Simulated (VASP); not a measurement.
Wanted: the native input for a VASP 6.6.1 run.

| Item | Value |
| --- | --- |
| Task | single point |
| Functional | PBE |
| Potentials or basis | VASP PAW PBE potentials, release 64 (Sr_sv, Na_pv, I) |
| Cutoff | 520 eV |
| k mesh | 7 × 7 × 4 |
| Occupations | fermi-dirac, width 0.0609 eV |
| Spin | no spin polarisation |
| Dipole correction | no |
| Further INCAR settings | ALGO = Normal; EDIFF = 1e-06; NBANDS = 33 |

The structure of NaSrI lies in POSCAR:

```
NaSrI
1.0
    4.6187900000      0.0000000000      0.0000000000
    0.0000000000      4.6187900000      0.0000000000
    0.0000000000      0.0000000000      8.9290270000
Sr Na I
2 2 2
Direct
    0.0000000000      0.5000000000      0.2000000000
    0.5000000000      0.0000000000      0.8000000000
    0.0000000000      0.0000000000      0.0000000000
    0.5000000000      0.5000000000      0.0000000000
    0.0000000000      0.5000000000      0.7000000000
    0.5000000000      0.0000000000      0.3000000000
```

One way to write it, as run:

INCAR

```
SYSTEM = NaSrI
PREC = Accurate
ENCUT = 520
EDIFF = 1E-6
ISMEAR = -1
SIGMA = 0.0609
LREAL = .False.
LASPH = .True.
NELM = 100
ALGO = Normal
ISIF = 2
LWAVE = .False.
LCHARG = .True.
GGA = PE
LELF = .True.
LVHAR = .True.
NBANDS = 33
```

KPOINTS

```
Automatic mesh
0
Gamma
  7 7 4
  0 0 0
```

Potentials or basis: VASP PAW PBE potentials, release 64 (Sr_sv, Na_pv, I).

The run is started by

```sh
$ cat potpaw_PBE.64/Sr_sv/POTCAR potpaw_PBE.64/Na_pv/POTCAR potpaw_PBE.64/I/POTCAR > POTCAR
$ mpirun -np 1 vasp_std > vasp.out
```

It gave:

```
Pressure               : 8.1 GPa
Largest force          : 2.586 eV/Å
Band gap on the k mesh : zero (band 24 reaches 4.61 eV, above the bottom of band 25 at 4.39 eV)
```

Caveat: spin-orbit coupling is left out, which moves the levels of the heavy elements; forces of over 1 eV/Å act on the atoms, so gaps and moduli don't describe the material at rest.

It used 670 s of CPU time on 1 thread of AMD EPYC 7R13 Processor (Zen 3), with other jobs on the host.
